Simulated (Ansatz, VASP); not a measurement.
## One calculation of Hg, two programs

The input POSCAR:

```
Hg
1.0
    1.7290008993      0.9982391346      2.2280000000
   -1.7290008993      0.9982391346      2.2280000000
    0.0000000000     -1.9964782693      2.2280000000
Hg
1
Direct
    1.0000000000      0.0000000000      0.0000000000
```

The input INCAR.step1:

```
SYSTEM = Hg
ALGO = Normal ; EDIFF = 1E-4
ENCUT = 600 ; GGA = PE
ISMEAR = -1 ; LASPH = .TRUE.
LCHARG = .FALSE. ; LREAL = .FALSE.
LWAVE = .TRUE. ; NELM = 60
PREC = Accurate ; SIGMA = 0.1
```

File INCAR.step2:

```
SYSTEM = Hg
ALGO = Normal ; EDIFF = 1E-7
EDIFFG = -0.01 ; ENCUT = 600
IBRION = 2 ; ISIF = 3
ISMEAR = -1 ; ISTART = 1
LASPH = .TRUE. ; LCHARG = .FALSE.
LMIXTAU = .TRUE. ; LREAL = .FALSE.
LWAVE = .FALSE. ; METAGGA = R2SCAN
NELM = 60 ; NSW = 80
PREC = Accurate ; SIGMA = 0.1
```

The input KPOINTS:

```
k-points
0
G
  11 11 11
  0 0 0
```

Input for Ansatz:

```yaml
crystal:
  lattice:
    - [1.7290008993, 0.9982391346, 2.228]
    - [-1.7290008993, 0.9982391346, 2.228]
    - [0.0, -1.9964782693, 2.228]
  atoms:
    - { symbol: Hg, position: [1.0, 0.0, 0.0] }
hamiltonian:
  xc: r2scan
  pseudopotentials:
    kind: paw
    azcp:
      Hg: "pseudopotentials/Hg.paw.azcp"
basis:
  ecutwfc: 500
  fft_grid_basis: typed
kpoints:
  mp_grid: { grid: [11, 11, 11], shift: [0, 0, 0] }
magnetization:
  spin_polarized: false
scf:
  occupations: { method: fermi_dirac, width: 0.1 }
relax:
  max_steps: 60
  f_tol: 0.01
  cell: {}
```

Alike in both runs: task relaxation of cell and atoms; functional r2SCAN; k mesh 11 × 11 × 11; occupations fermi-dirac, width 0.1 eV; no spin polarisation.

```csv
,VASP,Ansatz
version,VASP 6.6.1,Ansatz 0.2.0
potentials or method,"VASP PAW PBE potentials, release 64 (Hg), cutoff 600 eV","plane waves (500 eV) with PAW, scalar-relativistic"
valence electrons in the cell,12,20
```

|  | VASP | Ansatz | Ansatz less VASP |
| --- | --- | --- | --- |
| relaxed volume (Å³/atom) | 26.72 | 26.32 | -0.398 |
| relaxed length of the cell vector where the two differ most in proportion (Å) | 3.075 | 3.057 | -0.0183 |

VASP's potentials were made for PBE, not for r2SCAN. VASP's potentials hold 12 valence electrons a cell and Ansatz's 20, so a difference there can come from the potentials and not from the codes.

Spin-orbit coupling is off throughout. Noted on VASP's run: the volume moved by over 15 % at a fixed basis, so the end points are rough.
